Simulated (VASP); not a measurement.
# Re (P6_3/mmc) in VASP: further runs

Re is run at these levels: PBE, r2SCAN; tasks: electric field gradients.

Everything below comes from runs of VASP 6.6.1. Logs are shortened: lines on timing, memory, paths and dates and some standing lists are left out, and cuts for length are marked.

### Step 1. The cell of the first run

The structure is hexagonal, space group P6_3/mmc (No. 194). Conventional cell: a = 2.761 Å, b = 2.761 Å, c = 4.458 Å, α = 90.00°, β = 90.00°, γ = 120.00°. Re (site symmetry -6m2) has 12 Re at 2.74 to 2.76 Å within 3.6 Å.

### Step 2. Electric field gradients, PBE

The input, INCAR:

```
SYSTEM = Re
PREC = Accurate ; ENCUT = 520
EDIFF = 1E-8 ; ISMEAR = -1
SIGMA = 0.05 ; LREAL = .FALSE.
LASPH = .TRUE. ; NELM = 60
ALGO = Normal ; ISIF = 2
LWAVE = .FALSE. ; LCHARG = .FALSE.
GGA = PE ; LEFG = .TRUE.
NBANDS = 14
```

The input, KPOINTS:

```
regular mesh
0
G
  14 14 8
  0 0 0
```

The input, POSCAR:

```
Re
1.0
    2.7608000000      0.0000000000      0.0000000000
   -1.3804000000      2.3909229348      0.0000000000
    0.0000000000      0.0000000000      4.4582000000
Re
2
Direct
    0.3333333333      0.6666666667      0.2500000000
    0.6666666667      0.3333333333      0.7500000000
```

Potentials or basis: VASP PAW PBE potentials, release 64 (Re).

Run with:

```sh
> cat potpaw_PBE.64/Re/POTCAR > POTCAR
> mpirun -np 1 vasp_std > vasp.out
```

OUTCAR:

```text
SYSTEM = Re
   PREC = Accurate
   ENCUT = 520
   EDIFF = 1E-8
   ISMEAR = -1
   LREAL = .FALSE.
   LASPH = .TRUE.
   NELM = 60
   ISIF = 2
   GGA = PE

 ion  position               nearest neighbor table
   1  0.333  0.667  0.250-   2 2.74   2 2.74   2 2.74   2 2.74   2 2.74   2 2.74
   2  0.667  0.333  0.750-   1 2.74   1 2.74   1 2.74   1 2.74   1 2.74   1 2.74

  LATTYP: Found a hexagonal cell.
 ALAT       =     2.7608000000
 C/A-ratio  =     1.6148217908

  Lattice vectors:

 A1 = (   2.7608000000,   0.0000000000,   0.0000000000)
 A2 = (  -1.3804000000,   2.3909229348,   0.0000000000)
 A3 = (   0.0000000000,   0.0000000000,   4.4582000000)

Analysis of symmetry for initial positions (statically):
=====================================================================
 Subroutine PRICEL returns:
 Original cell was already a primitive cell.

 Routine SETGRP: Setting up the symmetry group for a
 hexagonal supercell.

 Subroutine GETGRP returns: Found 24 space group operations
 (whereof 12 operations were pure point group operations)
 out of a pool of 24 trial point group operations.

The static configuration has the point symmetry D_3d.
 The point group associated with its full space group is D_6h.

Analysis of symmetry for dynamics (positions and initial velocities):
=====================================================================
 Subroutine PRICEL returns:
 Original cell was already a primitive cell.

 Routine SETGRP: Setting up the symmetry group for a
 hexagonal supercell.

 Subroutine GETGRP returns: Found 24 space group operations
 (whereof 12 operations were pure point group operations)
 out of a pool of 24 trial point group operations.

The dynamic configuration has the point symmetry D_3d.
 The point group associated with its full space group is D_6h.

 Subroutine INISYM returns: Found 24 space group operations
 (whereof 12 operations are pure point group operations),
 and found     1 'primitive' translations

----------------------------------------------------------------------------------------

                                     Primitive cell

  volume of cell :      29.4280

  direct lattice vectors                    reciprocal lattice vectors
     2.760800000  0.000000000  0.000000000     0.362213851  0.209124264  0.000000000
    -1.380400000  2.390922935  0.000000000     0.000000000  0.418248529  0.000000000
     0.000000000  0.000000000  4.458200000     0.000000000  0.000000000  0.224305774

  length of vectors
     2.760800000  2.760800000  4.458200000     0.418248529  0.418248529  0.224305774

  position of ions in fractional coordinates (direct lattice)
     0.333333333  0.666666667  0.250000000
     0.666666667  0.333333333  0.750000000

  ion indices of the primitive-cell ions
   primitive index   ion index
                 1           1
                 2           2

----------------------------------------------------------------------------------------

 KPOINTS: regular mesh

Automatic generation of k-mesh.
 Grid dimensions read from file:
 generate k-points for:   14   14    8

 Generating k-lattice:

  Cartesian coordinates                     Fractional coordinates (reciprocal lattice)
     0.025872418  0.014937447  0.000000000     0.071428571  0.000000000  0.000000000
     0.000000000  0.029874895  0.000000000     0.000000000  0.071428571  0.000000000
     0.000000000  0.000000000  0.028038222     0.000000000  0.000000000  0.125000000

  Length of vectors
     0.029874895  0.029874895  0.028038222

  Shift w.r.t. Gamma in fractional coordinates (k-lattice)
     0.000000000  0.000000000  0.000000000

 Subroutine IBZKPT returns following result:
 ===========================================

 Found    120 irreducible k-points:

 Following reciprocal coordinates:
            Coordinates               Weight
  0.000000  0.000000  0.000000      1.000000
  0.071429 -0.000000  0.000000      6.000000
  0.142857 -0.000000  0.000000      6.000000
  0.214286 -0.000000  0.000000      6.000000
  0.285714 -0.000000  0.000000      6.000000
  0.357143 -0.000000  0.000000      6.000000
[... 16 lines left out ...]
  0.285714  0.285714  0.000000      6.000000
  0.357143  0.285714  0.000000      6.000000
 [... further k-points ...]
   k-points           NKPTS =    120   k-points in BZ     NKDIM =    120   number of bands    NBANDS=     14
   number of dos      NEDOS =    301   number of ions     NIONS =      2
   total plane-waves  NPLWV =  20736
   dimension x,y,z NGX =    24 NGY =   24 NGZ =   36
   dimension x,y,z NGXF=    48 NGYF=   48 NGZF=   72
   ions per type =               2
   NGX,Y,Z   is equivalent  to a cutoff of  14.45, 14.45, 13.42 a.u.
   NGXF,Y,Z  is equivalent  to a cutoff of  28.90, 28.90, 26.85 a.u.
 SYSTEM =  Re
   PREC   = accura    normal or accurate (medium, high low for compatibility)
   ISTART =      0    job   : 0-new  1-cont  2-samecut
   ICHARG =      2    charge: 1-file 2-atom 10-const
   ISPIN  =      1    spin polarized calculation?
   LNONCOLLINEAR =      F non collinear calculations
   LSORBIT =      F    spin-orbit coupling
   LASPH  =      T    aspherical Exc in radial PAW
   ENCUT  =  520.0 eV  38.22 Ry    6.18 a.u.   5.13  5.13  8.29*2*pi/ulx,y,z
   NELM   =     60;   NELMIN=  2; NELMDL= -5     # of ELM steps
   EDIFF  = 0.1E-07   stopping-criterion for ELM
   LREAL  =      F    real-space projection
   EDIFFG = 0.1E-06   stopping-criterion for IOM
   NSW    =      0    number of steps for IOM
   IBRION =     -1    ionic relax: 0-MD 1-quasi-New 2-CG
   NFREE  =      0    steps in history (QN), initial steepest desc. (CG)
   ISIF   =      2    stress and relaxation
   ISYM   =      2    0-nonsym 1-usesym 2-fastsym
   POTIM  = 0.5000    time-step for ionic-motion
   TEBEG  =    0.0;   TEEND  =   0.0 temperature during run
   PSTRESS=    0.0 pullay stress
   NELECT =      14.0000    total number of electrons
   NUPDOWN=      -1.0000    fix difference up-down
   EMIN   =  10.00;   EMAX   =-10.00  energy-range for DOS
   EFERMI =   0.00;   METHOD = LEGACY
   ISMEAR =    -1;   SIGMA  =   0.05  broadening in eV -4-tet -1-fermi 0-gaus
   EFERMI_NEDOS =   21; number of points for ismear=-14 and -15
   IALGO  =     38    algorithm
   IMIX   =      4    mixing-type and parameters
     AMIX     =   0.40;   BMIX     =  1.00
     AMIX_MAG =   1.60;   BMIX_MAG =  1.00
  volume/ion in A,a.u.               =      14.71        99.29
  Fermi-wavevector in a.u.,A,eV,Ry     =   1.278000  2.415070 22.222174  1.633284
  Thomas-Fermi vector in A             =   2.410568
   LORBIT       =      0    0 simple, 1 ext, 2 COOP (PROOUT), +10 PAW based schemes
   GGA     = PE    functional components
   LHFCALC =     F    Hartree Fock is set to
   AEXX    =    0.0000 exact exchange contribution
   IVDW    =     0    specifies the selected vdW correction
   LEPSILON=     F    determine dielectric tensor
   LRPA    =     F    only Hartree local field effects (RPA)
 non-spin polarized calculation
  energy-cutoff  :      520.00
  volume of cell :       29.43
 maximum number of plane-waves:       808
 NGX is ok and might be reduce to    24
   NGX = 11   NGY = 11   NGZ = 17

 number of electron      14.0000000 magnetization

 Free energy of the ion-electron system (eV)
  ---------------------------------------------------
  ext. energy  EPLUGINS =         0.00000000
  ---------------------------------------------------
  free energy    TOTEN  =       -24.85284294 eV

  energy without entropy =      -24.84061053  energy(sigma->0) =      -24.84672674

 E-fermi :   7.8560     XC(G=0): -13.7313

 val. band max:        7.8513513321   @ k =   0.1429  -0.0000   0.0000
 cond. band min:       7.8901167003   @ k =   0.1429   0.1429   0.0000
 fundamental gap:      0.0387653682
 Fermi energy:         7.8560272503

 k-point     1 :       0.0000    0.0000    0.0000
  band No.  band energies     occupation
      1      -1.9807      2.00000
      2       1.2621      2.00000
      3       6.3044      2.00000
      4       6.3048      2.00000
      5       6.3048      2.00000
      6       7.1412      2.00000
      7       7.1412      2.00000
      8       8.0696      0.02754
      9       8.0696      0.02754
     10       8.5024      0.00000
     11      11.2453      0.00000
     12      11.2453      0.00000
     13      17.9012      0.00000
     14      22.0344      0.00000

 k-point     2 :       0.0714   -0.0000    0.0000
  band No.  band energies     occupation
      1      -1.7719      2.00000
      2       1.4580      2.00000
      3       5.8204      2.00000
      4       6.4961      2.00000
      5       6.7176      2.00000
      6       6.9976      2.00000
      7       7.3221      1.99995
      8       7.5877      1.99070
      9       7.9091      0.51386
     10       8.0998      0.01516
     11      11.3537      0.00000
     12      12.1421      0.00000
     13      17.8902      0.00000
     14      22.4976      0.00000

 k-point     3 :       0.1429   -0.0000    0.0000
  band No.  band energies     occupation
      1      -1.1755      2.00000
      2       1.9794      2.00000
      3       5.2610      2.00000
      4       6.3140      2.00000
      5       6.5732      2.00000
      6       7.0593      2.00000
      7       7.2753      1.99998
      8       7.5165      1.99775
      9       7.7900      1.57836
     10       7.8514      1.04673
     11      11.5981      0.00000
     12      13.7937      0.00000
     13      17.7899      0.00000
     14      23.6758      0.00000
[... 324 lines left out ...]
 k-point    23 :       0.2857    0.2857    0.0000
  band No.  band energies     occupation
      1       2.7429      2.00000
      2       3.4041      2.00000
      3       3.9186      2.00000
      4       4.3417      2.00000
      5       5.5239      2.00000
      6       6.1765      2.00000
      7       7.5716      1.99326
      8      10.2109      0.00000
      9      11.4669      0.00000
     10      11.5535      0.00000
     11      14.3682      0.00000
     12      15.2088      0.00000
     13      16.7639      0.00000
     14      20.5747      0.00000

 k-point    24 :       0.3571    0.2857    0.0000
  band No.  band energies     occupation
      1       2.6763      2.00000
      2       3.6562      2.00000
      3       3.7973      2.00000
      4       4.6020      2.00000
      5       5.6422      2.00000
      6       5.9181      2.00000
      7       7.7928      1.55949
      8      10.7012      0.00000
      9      11.2037      0.00000
     10      11.4125      0.00000
     11      14.5149      0.00000
     12      14.6020      0.00000
     13      16.3605      0.00000
     14      22.0353      0.00000

 [... further k-points ...]

------------------------ aborting loop because EDIFF is reached ----------------------------------------

  FORCE on cell =-STRESS in cart. coord.  units (eV):
  Direction    XX          YY          ZZ          XY          YZ          ZX
  --------------------------------------------------------------------------------------
  -------------------------------------------------------------------------------------
  Total        0.9967233      0.9967233      1.1334698     -0.0000000      0.0000000      0.0000000
  in kB       54.2656645     54.2656645     61.7106999     -0.0000000      0.0000000      0.0000000
  external PRESSURE =      56.7473430 kB  Pullay stress =       0.0000000 kB

 VOLUME and BASIS-vectors are now :
 -----------------------------------------------------------------------------
  energy-cutoff  :      520.00
  volume of cell :       29.43
      direct lattice vectors                 reciprocal lattice vectors
     2.760800000  0.000000000  0.000000000     0.362213851  0.209124264  0.000000000
    -1.380400000  2.390922935  0.000000000     0.000000000  0.418248529  0.000000000
     0.000000000  0.000000000  4.458200000     0.000000000  0.000000000  0.224305774

 POSITION                                       TOTAL-FORCE (eV/Angst)
 -----------------------------------------------------------------------------------
     -0.00000      1.59395      1.11455         0.000000      0.000000      0.000000
      1.38040      0.79697      3.34365        -0.000000     -0.000000      0.000000
 -----------------------------------------------------------------------------------
    total drift:                               -0.000000      0.000000     -0.000000

  FREE ENERGIE OF THE ION-ELECTRON SYSTEM (eV)
  ---------------------------------------------------
  free  energy   TOTEN  =       -24.8528429448 eV

  energy  without entropy=      -24.8406105334  energy(sigma->0) =      -24.84672674

 Electric field gradients (V/A^2)
---------------------------------------------------------------------
 ion       V_xx      V_yy      V_zz      V_xy      V_xz      V_yz
---------------------------------------------------------------------
   1      36.134    36.134   -72.267    -0.000     0.000    -0.000
   2      36.134    36.134   -72.267    -0.000    -0.000     0.000
---------------------------------------------------------------------

 Electric field gradients after diagonalization (V/A^2)
 (convention: |V_zz| > |V_xx| > |V_yy|)
----------------------------------------------------------------------
 ion       V_xx      V_yy      V_zz     asymmetry (V_yy - V_xx)/ V_zz
----------------------------------------------------------------------
   1      36.134    36.134   -72.267       0.000
   2      36.134    36.134   -72.267       0.000
----------------------------------------------------------------------

           NMR quadrupolar parameters

 Cq : quadrupolar parameter    Cq=e*Q*V_zz/h
 eta: asymmetry parameters     (V_yy - V_xx)/ V_zz
 Q  : nuclear electric quadrupole moment in mb (millibarn)
----------------------------------------------------------------------
 ion       Cq(MHz)       eta       Q (mb)
----------------------------------------------------------------------
   1      -0.175       0.000       1.000
   2      -0.175       0.000       1.000
----------------------------------------------------------------------
```

It took 84 s on 1 thread of Oxide Virtual Turin-like, shared host; peak memory 0.15 GiB.

Results:

* Free energy: -24.8528 eV
* Pressure: 5.7 GPa
* Band gap on the k mesh: zero (bands 7 and 8 overlap by 3.26 eV)
* Largest electric field gradient by atom: Re -72.3 V/Å²

Electric field gradients, principal values (V/Å²):
| atom | least | middle | greatest (by size) |
| --- | --- | --- | --- |
| 1 Re | 36.134 | 36.134 | -72.267 |
| 2 Re | 36.134 | 36.134 | -72.267 |

Caveat: the cell stands under pressure; without QUAD_EFG the Cq values of the log hold for a quadrupole moment of 1 mb, not for the nuclei; spin-orbit coupling is left out, which moves the levels of the heavy elements.

### Step 3. Electric field gradients, r2SCAN

POSCAR is that of step 2.

The input, INCAR.step1:

```
SYSTEM = Re
PREC = Accurate
ENCUT = 520
ISMEAR = -1
SIGMA = 0.05
LREAL = .FALSE.
LASPH = .TRUE.
NELM = 60
NBANDS = 14
GGA = PE
ALGO = Normal
EDIFF = 1E-4
LWAVE = .TRUE.
LCHARG = .FALSE.
```

The input, INCAR.step2:

```
SYSTEM = Re
PREC = Accurate
ENCUT = 520
EDIFF = 1E-8
ISMEAR = -1
SIGMA = 0.05
LREAL = .FALSE.
LASPH = .TRUE.
NELM = 60
ALGO = Normal
ISIF = 2
LWAVE = .FALSE.
LCHARG = .FALSE.
METAGGA = R2SCAN
LMIXTAU = .TRUE.
LEFG = .TRUE.
NBANDS = 14
ISTART = 1
```

KPOINTS is that of step 2.

Potentials or basis: VASP PAW PBE potentials, release 64 (Re).

Run with:

```sh
> cat potpaw_PBE.64/Re/POTCAR > POTCAR
> cp INCAR.step1 INCAR
> mpirun -np 1 vasp_std > vasp.out
> cp INCAR.step2 INCAR
> mpirun -np 1 vasp_std > vasp.out
```

OUTCAR:

```text
SYSTEM = Re
   PREC = Accurate
   ENCUT = 520
   EDIFF = 1E-8
   ISMEAR = -1
   LREAL = .FALSE.
   LASPH = .TRUE.
   NELM = 60
   ISIF = 2
   METAGGA = R2SCAN
   ISTART = 1

 ion  position               nearest neighbor table
   1  0.333  0.667  0.250-   2 2.74   2 2.74   2 2.74   2 2.74   2 2.74   2 2.74
   2  0.667  0.333  0.750-   1 2.74   1 2.74   1 2.74   1 2.74   1 2.74   1 2.74

  LATTYP: Found a hexagonal cell.
 ALAT       =     2.7608000000
 C/A-ratio  =     1.6148217908

  Lattice vectors:

 A1 = (   2.7608000000,   0.0000000000,   0.0000000000)
[... 624 lines left out ...]
  free  energy   TOTEN  =      -104.9107607865 eV

  energy  without entropy=     -104.8992256060  energy(sigma->0) =     -104.90499320

 Electric field gradients (V/A^2)
---------------------------------------------------------------------
 ion       V_xx      V_yy      V_zz      V_xy      V_xz      V_yz
---------------------------------------------------------------------
   1      37.521    37.521   -75.041    -0.000     0.000    -0.000
   2      37.521    37.521   -75.041    -0.000    -0.000     0.000
---------------------------------------------------------------------

 Electric field gradients after diagonalization (V/A^2)
 (convention: |V_zz| > |V_xx| > |V_yy|)
----------------------------------------------------------------------
 ion       V_xx      V_yy      V_zz     asymmetry (V_yy - V_xx)/ V_zz
----------------------------------------------------------------------
   1      37.521    37.521   -75.041       0.000
   2      37.521    37.521   -75.041       0.000
----------------------------------------------------------------------

           NMR quadrupolar parameters

 Cq : quadrupolar parameter    Cq=e*Q*V_zz/h
 eta: asymmetry parameters     (V_yy - V_xx)/ V_zz
 Q  : nuclear electric quadrupole moment in mb (millibarn)
----------------------------------------------------------------------
 ion       Cq(MHz)       eta       Q (mb)
----------------------------------------------------------------------
   1      -0.181       0.000       1.000
   2      -0.181       0.000       1.000
----------------------------------------------------------------------
```

OSZICAR.step1:

```text
N       E                     dE             d eps       ncg     rms          rms(c)
DAV:   1     0.207191500070E+02    0.20719E+02   -0.67983E+03  6712   0.124E+03
DAV:   2    -0.251967669144E+02   -0.45916E+02   -0.40531E+02  5424   0.279E+02
DAV:   3    -0.262368575457E+02   -0.10401E+01   -0.10161E+01  5304   0.443E+01
DAV:   4    -0.262468689854E+02   -0.10011E-01   -0.10000E-01  5116   0.301E+00
DAV:   5    -0.262470712664E+02   -0.20228E-03   -0.20226E-03  5330   0.727E-01    0.427E+01
DAV:   6    -0.252222553613E+02    0.10248E+01   -0.77362E-01  5812   0.248E+01    0.175E+01
DAV:   7    -0.248669548421E+02    0.35530E+00   -0.54958E-01  5864   0.203E+01    0.667E-01
DAV:   8    -0.248535377301E+02    0.13417E-01   -0.89521E-03  6054   0.113E+00    0.220E-01
DAV:   9    -0.248527934857E+02    0.74424E-03   -0.11907E-04  3612   0.237E-01    0.963E-02
DAV:  10    -0.248528332506E+02   -0.39765E-04   -0.26220E-04  3542   0.285E-01
   1 F= -.24852833E+02 E0= -.24846716E+02  d E =-.122339E-01
```

Wall time 9.5 min (1 thread of Oxide Virtual Turin-like, shared host); peak memory 0.16 GiB.

What came out:

```
Free energy                             : -104.9108 eV
Pressure                                : -0.3 GPa
Band gap on the k mesh                  : zero (bands 7 and 8 overlap by 3.40 eV)
Largest electric field gradient by atom : Re -75.0 V/Å²
```

Stress tensor (GPa, compression positive):
```
-0.80  0.00  0.00
 0.00 -0.80  0.00
 0.00  0.00  0.64
```

Electric field gradients, principal values (V/Å²):
```csv
atom,least,middle,greatest (by size)
1 Re,37.521,37.521,-75.041
2 Re,37.521,37.521,-75.041
```

Caveat: without QUAD_EFG the Cq values of the log hold for a quadrupole moment of 1 mb, not for the nuclei; the PAW data sets were made with another functional, which shifts forces and pressure a little; spin-orbit coupling is left out, which moves the levels of the heavy elements.

The gap in the log of VASP goes by the Fermi energy; the results here count the filled bands.